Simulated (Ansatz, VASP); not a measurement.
## Two plane-wave programs on TaSi2

```
Ta Si
1.0
     3.52155    0.00000    0.00000
     0.00000    3.52155    0.00000
     0.00000    0.00000    4.00827
Ta Si
1 2
Direct
  0.00000 0.00000 0.63535
  0.00000 0.50000 0.13514
  0.50000 0.00000 0.13514
```

Alike in both runs: functional PBE; k mesh 7 × 7 × 3; occupations gaussian, width 0.2 eV; no spin polarisation.

Ansatz relaxed the structure, and its values are those at the end. VASP's run is a single point on that final structure, the one shown.

```csv
,VASP,Ansatz
version,VASP 6.6.1,Ansatz 0.2.0
potentials or method,"VASP PAW PBE potentials, release 64 (Ta_pv, Si), cutoff 500 eV","scalar-relativistic, plane waves, PAW"
valence electrons in the cell,19,21
```

```csv
,VASP,Ansatz,Ansatz less VASP
gap on the k mesh at the Fermi level (eV),none,none,-
pressure (GPa),0.4,0.4,-0.01
rms of the force components (eV/Å),0.004,0.004,0.0000
```

A gap of «none» marks a metal or a gap that the smearing closes. VASP's potentials hold 19 valence electrons a cell and Ansatz's 21, so a difference there can come from the potentials and not from the codes.

The k mesh is coarse, so the values compare programs but aren't converged. Spin-orbit coupling is off throughout.
